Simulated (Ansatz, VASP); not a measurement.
# BN in VASP and in Ansatz

```
CELL_PARAMETERS angstrom
2.54164 0.00000 0.00000
-1.27082 2.20113 0.00000
0.00000 0.00000 4.20357
ATOMIC_POSITIONS crystal
B 0.66667 0.33333 0.00024
B 0.33333 0.66667 0.50024
N 0.66667 0.33333 0.37476
N 0.33333 0.66667 0.87476
```

Alike in both runs: functional PBE; dispersion D3(BJ); k mesh 12 × 12 × 6; occupations gaussian, width 0.02 eV; no spin polarisation.

Ansatz relaxed the structure, and its values are those at the end. VASP's run is a single point on that final structure, the one shown.

|  | VASP | Ansatz |
| --- | --- | --- |
| version | VASP 6.6.1 | Ansatz 0.2.0 |
| potentials or method | VASP PAW PBE potentials, release 64 (B, N), cutoff 600 eV | scalar-relativistic, plane waves, PAW |
| valence electrons in the cell | 16 | 16 |

VASP gave:

- gap on the k mesh at the Fermi level (eV): 5.18
- least direct gap on the mesh (eV): 8.31
- pressure (GPa): 0.0

Question: Which values does Ansatz return?

Answer: gap on the k mesh at the Fermi level (eV): 5.20; least direct gap on the mesh (eV): 8.32; pressure (GPa): 0.0.
